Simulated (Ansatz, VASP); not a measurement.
## One calculation of V, two programs

```xyz
1
Lattice="-1.4926 1.4926 1.4926 1.4926 -1.4926 1.4926 1.4926 1.4926 -1.4926" Properties=species:S:1:pos:R:3 pbc="T T T"
V     0.0000    0.0000    0.0000
```

Change from the starting cell: volume scaled by 0.96.

Alike in both runs: task single point; functional PBE; k mesh 15 × 15 × 15; occupations fermi-dirac, width 0.03 eV; collinear spin.

|  | VASP | Ansatz |
| --- | --- | --- |
| version | VASP 6.6.1 | Ansatz 0.2.0 |
| potentials or method | VASP PAW PBE potentials, release 64 (V_sv), cutoff 520 eV | all-electron LAPW, scalar-relativistic |

```csv
,VASP,Ansatz,Ansatz less VASP
pressure (GPa),2.1,1.9,-0.26
net moment per atom (μB),0.00,0.00,-0.001
```

Ansatz ran all-electron here, and VASP with PAW potentials. Ansatz's warnings: seeded moment not kept.
